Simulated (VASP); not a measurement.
# Hg2SbP3 (P1) in VASP: a series of runs, part 2 of 2

VASP 6.6.1. Earlier steps stand in the parts before.

## 3. Single point, PBEsol

Input file INCAR:

```
PREC     = Accurate       # precision mode
ENCUT    = 400            # plane-wave cutoff, eV
EDIFF    = 1E-6           # SCF threshold, eV
ISMEAR   = 0              # smearing method
SIGMA    = 0.1            # smearing width, eV
LREAL    = F              # projectors in reciprocal space
LASPH    = T              # aspherical terms in the spheres
NELM     = 120            # most SCF steps
ALGO     = Normal         # electronic algorithm
ISIF     = 2              # what is computed and relaxed
LWAVE    = F              # write WAVECAR
LCHARG   = F              # write CHGCAR
GGA      = PS             # functional
NBANDS   = 56             # bands
GGA_COMPAT= F
```

Input file KPOINTS:

```
regular mesh
0
Gamma
  3 3 2
```

Input file POSCAR:

```
Hg2SbP3
1.0
    3.8778510000      4.4073050000      0.0217020000
    3.8967490000     -4.4240680000      0.0263510000
    1.3362060000      0.0008620000     -7.3392340000
Hg P Sb
4 6 2
Direct
    0.1703166327      0.8640872095      0.0060623184
    0.8410515832      0.1402599696      0.5032430485
    0.6504646932      0.3519039472      0.9114818257
    0.3519961365      0.6497489941      0.4204184736
    0.1437512726      0.0687014787      0.6790147368
    0.0736337208      0.1698872330      0.1872447039
    0.0447637786      0.4405871448      0.9708392423
    0.4333365759      0.0480699970      0.4703920004
    0.4104594141      0.3083875350      0.2466324292
    0.3227229953      0.4014037827      0.7354521092
    0.5991182507      0.8992733485      0.0053159248
    0.9079490871      0.5842695587      0.5031401640
```

Potentials or basis: VASP PAW PBE potentials, release 64 (Hg, P, Sb).

Launch:

```bash
> cat potpaw_PBE.64/Hg/POTCAR potpaw_PBE.64/P/POTCAR potpaw_PBE.64/Sb/POTCAR > POTCAR
> mpirun -np 1 vasp_std > vasp.out
```

OUTCAR:

```text
PREC = Accurate
   ENCUT = 400
   EDIFF = 1E-6
   ISMEAR = 0
   LREAL = F
   LASPH = T
   NELM = 120
   ISIF = 2
   GGA = PS

 ion  position               nearest neighbor table
   1  0.170  0.864  0.006-   6 2.46  11 2.50   7 2.56   5 2.63  11 3.39   4 3.54   3 3.71
   2  0.841  0.140  0.503-   5 2.38   8 2.43   6 2.56  12 2.60  12 3.35   3 3.54
   3  0.650  0.352  0.911-   7 2.41  10 2.48  11 2.65   9 2.69  12 3.30  11 3.42   2 3.54   1 3.71

   4  0.352  0.650  0.420-   8 2.42   9 2.55  12 2.58  10 2.60  11 3.35  12 3.45   1 3.54
   5  0.144  0.069  0.679-   8 2.19  10 2.21   2 2.38   1 2.63
   6  0.074  0.170  0.187-   9 2.16   7 2.17   1 2.46   2 2.56
   7  0.045  0.441  0.971-   6 2.17  10 2.31   3 2.41   1 2.56
   8  0.433  0.048  0.470-   9 2.16   5 2.19   4 2.42   2 2.43
   9  0.410  0.308  0.247-   6 2.16   8 2.16   4 2.55   3 2.69
  10  0.323  0.401  0.735-   5 2.21   7 2.31   3 2.48   4 2.60  12 3.36
  11  0.599  0.899  0.005-   1 2.50   3 2.65   4 3.35   1 3.39   3 3.42
  12  0.908  0.584  0.503-   4 2.58   2 2.60   3 3.30   2 3.35  10 3.36   4 3.45
[... 208 lines left out ...]
      5      -4.7203      2.00000
      6      -4.5220      2.00000
[... 579 lines left out ...]
     55       9.5875      0.00000
     56       9.6620      0.00000

------------------------ aborting loop because EDIFF is reached ----------------------------------------

  FORCE on cell =-STRESS in cart. coord.  units (eV):
  Direction    XX          YY          ZZ          XY          YZ          ZX
  --------------------------------------------------------------------------------------
  -------------------------------------------------------------------------------------
  Total       18.3563823     16.0599411      7.0173728      2.7036339     -1.7430737     -1.2709528
  in kB      116.5961848    102.0096349     44.5729927     17.1729591    -11.0716663     -8.0728460
  external PRESSURE =      87.7262708 kB  Pullay stress =       0.0000000 kB

 VOLUME and BASIS-vectors are now :
 -----------------------------------------------------------------------------
  energy-cutoff  :      400.00
  volume of cell :      252.24
      direct lattice vectors                 reciprocal lattice vectors
     3.877851000  4.407305000  0.021702000     0.128723811  0.113520473  0.023449230
     3.896749000 -4.424068000  0.026351000     0.128236234 -0.112945984  0.023333861
     1.336206000  0.000862000 -7.339234000     0.000841057 -0.000069846 -0.136100884

 POSITION                                       TOTAL-FORCE (eV/Angst)
 -----------------------------------------------------------------------------------
      4.03569     -3.07214     -0.01803        -2.481954     -0.977049     -0.062003
      4.48047      3.08669     -3.67147        -1.619161      0.234948     -0.094746
      5.11161      1.31074     -6.66619         0.753489     -0.785581      0.791129
      4.45866     -1.32282     -3.06079         1.084286      1.340937      1.187297
      1.73246      0.33020     -4.97852         0.723612      0.990467     -0.738572
      1.19775     -0.42691     -1.36816        -0.111196     -0.401976      0.193031
      3.18769     -1.75106     -7.11264         0.918929      0.251769      0.359974
      2.49627      1.69759     -3.44165        -0.081269      0.030205     -0.145756
      3.12296      0.44491     -1.79306         0.447999      0.073596     -0.034740
      3.79836     -0.35286     -5.38007        -0.519853     -0.936533     -0.896046
      5.83464     -1.33795     -0.00232         0.953844      3.136374     -0.206438
      6.46994      1.41719     -3.65756        -0.068728     -2.957158     -0.353130
 -----------------------------------------------------------------------------------
    total drift:                                0.000591     -0.000875      0.000093

  FREE ENERGIE OF THE ION-ELECTRON SYSTEM (eV)
  ---------------------------------------------------
  free  energy   TOTEN  =       -41.8085912512 eV

  energy  without entropy=      -41.7784422132  energy(sigma->0) =      -41.79351673
```

OSZICAR:

```text
N       E                     dE             d eps       ncg     rms          rms(c)
DAV:   1     0.503750180638E+03    0.50375E+03   -0.33803E+04  1120   0.115E+03
DAV:   2    -0.115624643713E+02   -0.51531E+03   -0.49803E+03  1240   0.293E+02
DAV:   3    -0.438226001506E+02   -0.32260E+02   -0.31622E+02  1336   0.725E+01
DAV:   4    -0.444011482665E+02   -0.57855E+00   -0.57576E+00  1320   0.908E+00
DAV:   5    -0.444116502905E+02   -0.10502E-01   -0.10498E-01  1312   0.128E+00    0.220E+01
DAV:   6    -0.418357960329E+02    0.25759E+01   -0.76794E+00  1384   0.236E+01    0.169E+01
DAV:   7    -0.418595595096E+02   -0.23763E-01   -0.25257E+00  1280   0.613E+00    0.807E+00
DAV:   8    -0.418227522894E+02    0.36807E-01   -0.40492E-01  1320   0.406E+00    0.140E+00
DAV:   9    -0.418114849721E+02    0.11267E-01   -0.17528E-01  1312   0.186E+00    0.621E-01
DAV:  10    -0.418086748087E+02    0.28102E-02   -0.27985E-02  1328   0.887E-01    0.248E-01
DAV:  11    -0.418086915822E+02   -0.16773E-04   -0.16020E-03  1280   0.186E-01    0.184E-01
DAV:  12    -0.418085777939E+02    0.11379E-03   -0.50415E-04  1336   0.138E-01    0.673E-02
DAV:  13    -0.418085936353E+02   -0.15841E-04   -0.17007E-04  1296   0.548E-02    0.336E-02
DAV:  14    -0.418085920455E+02    0.15898E-05   -0.77866E-06  1184   0.144E-02    0.216E-02
DAV:  15    -0.418085912512E+02    0.79432E-06   -0.45109E-06  1040   0.122E-02
   1 F= -.41808591E+02 E0= -.41793517E+02  d E =-.301490E-01
```

It took 91 s on 1 thread of Intel Xeon Platinum 8375C at 2.90GHz (Ice Lake), shared host; peak memory 0.3 GiB.

What came out:

| Property | Result |
| --- | --- |
| Free energy | -41.8086 eV |
| Pressure | 8.8 GPa |
| Largest force | 3.285 eV/Å |
| Band gap on the k mesh | zero (bands 44 and 45 overlap by 0.24 eV) |

Forces in eV/Å, atoms in the order of the input:
```
Hg  -2.482 -0.977 -0.062
Hg  -1.619  0.235 -0.095
Hg   0.753 -0.786  0.791
Hg   1.084  1.341  1.187
P    0.724  0.990 -0.739
P   -0.111 -0.402  0.193
P    0.919  0.252  0.360
P   -0.081  0.030 -0.146
P    0.448  0.074 -0.035
P   -0.520 -0.937 -0.896
Sb   0.954  3.136 -0.206
Sb  -0.069 -2.957 -0.353
```

Stress tensor (GPa, compression positive):
```
11.66  1.72 -0.81
 1.72 10.20 -1.11
-0.81 -1.11  4.46
```

Caveat: the k points lie up to 0.43 Å⁻¹ apart; the PAW data sets were made with another functional, which shifts forces and pressure a little; spin-orbit coupling is left out, which moves the levels of the heavy elements.

## 4. Single point, PBEsol

Input file INCAR:

```
PREC = Accurate ; ENCUT = 400
EDIFF = 1E-6 ; ISMEAR = 0
SIGMA = 0.1 ; LREAL = False
LASPH = True ; NELM = 120
ALGO = Normal ; ISIF = 2
LWAVE = False ; LCHARG = False
GGA = PS ; NBANDS = 56
GGA_COMPAT = False
```

KPOINTS is that of step 3.

Input file POSCAR:

```
Hg2SbP3
1.0
    3.8778510000      4.4073050000      0.0217020000
    3.8967490000     -4.4240680000      0.0263510000
    1.3362060000      0.0008620000     -7.3392340000
Hg P Sb
4 6 2
Direct
    0.1710472759      0.8642173021      0.0064931924
    0.8398768581      0.1396814407      0.5031508402
    0.6505005993      0.3504688693      0.9113290800
    0.3510876859      0.6500866427      0.4199530548
    0.1428471554      0.0682335056      0.6817707529
    0.0756940470      0.1725020213      0.1878428066
    0.0455539297      0.4401905317      0.9707460032
    0.4340821903      0.0495857301      0.4698772495
    0.4086548258      0.3064723486      0.2483214842
    0.3226343150      0.3983682042      0.7368851041
    0.5996966576      0.8987284352      0.0053753580
    0.9093364121      0.5877899439      0.5020483434
```

Launch:

```bash
> cat potpaw_PBE.64/Hg/POTCAR potpaw_PBE.64/P/POTCAR potpaw_PBE.64/Sb/POTCAR > POTCAR
> mpirun -np 1 vasp_std > vasp.out
```

Wall time 1.8 min (1 thread of Intel Xeon Platinum 8375C at 2.90GHz (Ice Lake), shared host); peak memory 0.3 GiB.

It converged, with:

* Free energy: -41.8241 eV
* Pressure: 8.9 GPa
* Largest force: 3.333 eV/Å
* Band gap on the k mesh: zero (bands 44 and 45 overlap by 0.25 eV)

Forces on the atoms (eV/Å):
```
Hg  -2.504 -1.003 -0.128
Hg  -1.348  0.242 -0.156
Hg   0.836 -0.764  0.746
Hg   1.191  1.421  1.140
P    0.583  0.995 -0.478
P   -0.460 -0.436  0.204
P    0.934  0.157  0.372
P   -0.303  0.057 -0.401
P    0.822  0.081  0.118
P   -0.365 -1.039 -0.789
Sb   0.939  3.190 -0.224
Sb  -0.325 -2.901 -0.404
```

Stress tensor (GPa, compression positive):
```
12.10  1.96 -0.73
 1.96 10.16 -1.32
-0.73 -1.32  4.41
```

Levels at points of the mesh, in eV from the Fermi level:
| k point | band 40 | band 41 | band 42 | band 43 | band 44 | band 45 | band 46 | band 47 | band 48 | band 49 |
| --- | --- | --- | --- | --- | --- | --- | --- | --- | --- | --- |
| (0.00, 0.00, 0.00) | -2.19 | -1.76 | -1.41 | -1.32 | -1.03 | 0.01 | 0.59 | 1.31 | 1.80 | 1.95 |
| (0.00, 0.00, 0.50) | -1.83 | -1.54 | -1.32 | -0.93 | -0.86 | -0.13 | -0.06 | 1.35 | 1.63 | 2.00 |

Caveat: the k points lie up to 0.43 Å⁻¹ apart; the PAW data sets were made with another functional, which shifts forces and pressure a little; spin-orbit coupling is left out, which moves the levels of the heavy elements.

## 5. Summary

```tsv
cell	gap on the mesh (eV)	pressure (GPa)	largest force (eV/Å)
as given, atomic positions A	none	8.6	3.18
as given, atomic positions B	none	8.8	3.28
as given, atomic positions C	none	8.9	3.33
```

Alike in all rows: task single point; level PBEsol; potentials or basis VASP PAW PBE potentials, release 64 (Hg, P, Sb); no spin polarisation; k mesh 3 × 3 × 2; cutoff (eV) 400; smearing gaussian 0.1 eV.

Caveats: all runs use coarse meshes; the PAW data sets were made with another functional, which shifts forces and pressure a little; spin-orbit coupling is left out, which moves the levels of the heavy elements.

Absolute energies hang on the potentials; compare differences alone.
